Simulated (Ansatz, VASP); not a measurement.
**Two plane-wave programs on Li2Se**

POSCAR

```
Li2Se
1.0
    0.0000000000      3.0521182207      3.0521182207
    3.0521182207      0.0000000000      3.0521182207
    3.0521182207      3.0521182207      0.0000000000
Li Se
2 1
Direct
    0.2500000000      0.2500000000      0.2500000000
    0.7500000000      0.7500000000      0.7500000000
    0.0000000000      0.0000000000      0.0000000000
```

Contents of INCAR.step1:

```
SYSTEM = Li2Se
PREC     = Accurate       ! precision mode
ENCUT    = 830            ! plane-wave cutoff, eV
ISMEAR   = 0              ! smearing method
SIGMA    = 0.02           ! smearing width, eV
LREAL    = .False.        ! projectors in reciprocal space
LASPH    = .True.         ! aspherical terms in the spheres
NELM     = 120            ! most SCF steps
NBANDS   = 13             ! bands
GGA      = PE             ! functional
ALGO     = Normal         ! electronic algorithm
EDIFF    = 1E-5           ! SCF threshold, eV
LWAVE    = .True.         ! write WAVECAR
LCHARG   = .False.        ! write CHGCAR
GGA_COMPAT= .False.
```

INCAR.step2

```
SYSTEM = Li2Se
PREC     = Accurate       ! precision mode
ENCUT    = 830            ! plane-wave cutoff, eV
EDIFF    = 1E-6           ! SCF threshold, eV
ISMEAR   = 0              ! smearing method
SIGMA    = 0.02           ! smearing width, eV
LREAL    = .False.        ! projectors in reciprocal space
LASPH    = .True.         ! aspherical terms in the spheres
NELM     = 120            ! most SCF steps
ALGO     = Normal         ! electronic algorithm
ISIF     = 2              ! what is computed and relaxed
LWAVE    = .False.        ! write WAVECAR
LCHARG   = .False.        ! write CHGCAR
METAGGA  = R2SCAN         ! meta-GGA
LMIXTAU  = .True.       
NBANDS   = 13             ! bands
ISTART   = 1            
GGA_COMPAT= .False.
```

Contents of KPOINTS:

```
regular mesh
0
Gamma
  8 8 8
  0 0 0
```

Input for Ansatz:

```yaml
crystal:
  lattice:
    - [0.0, 3.05211822, 3.05211822]
    - [3.05211822, 0.0, 3.05211822]
    - [3.05211822, 3.05211822, 0.0]
  atoms:
    - { symbol: Li, position: [0.25, 0.25, 0.25] }
    - { symbol: Li, position: [0.75, 0.75, 0.75] }
    - { symbol: Se, position: [0.0, 0.0, 0.0] }
basis:
  ecutwfc: 500
kpoints:
  mp_grid: { grid: [8, 8, 8] }
hamiltonian:
  xc: r2scan
scf:
  occupations: { method: gaussian, width: 0.02 }
output:
  forces: true
  stress: true
  eigenvalues: true
```

Alike in both runs: task single point; functional r2SCAN; k mesh 8 × 8 × 8; occupations gaussian, width 0.02 eV; no spin polarisation.

|  | VASP | Ansatz |
| --- | --- | --- |
| version | VASP 6.6.1 | Ansatz 0.2.0 |
| potentials or method | VASP PAW PBE potentials, release 64 (Li_sv, Se), cutoff 830 eV | scalar-relativistic, plane waves, PAW |
| valence electrons in the cell | 12 | 22 |

|  | VASP | Ansatz | Ansatz less VASP |
| --- | --- | --- | --- |
| gap on the k mesh at the Fermi level (eV) | 3.49 | 3.51 | +0.022 |
| least direct gap on the mesh (eV) | 3.91 | 3.84 | -0.074 |
| pressure (GPa) | -2.0 | -1.9 | +0.18 |

VASP's potentials were made for PBE, not for r2SCAN. The functional is the same, so the differences come from potentials, cutoffs and numerics. VASP's potentials hold 12 valence electrons a cell and Ansatz's 22, so a difference there can come from the potentials and not from the codes.
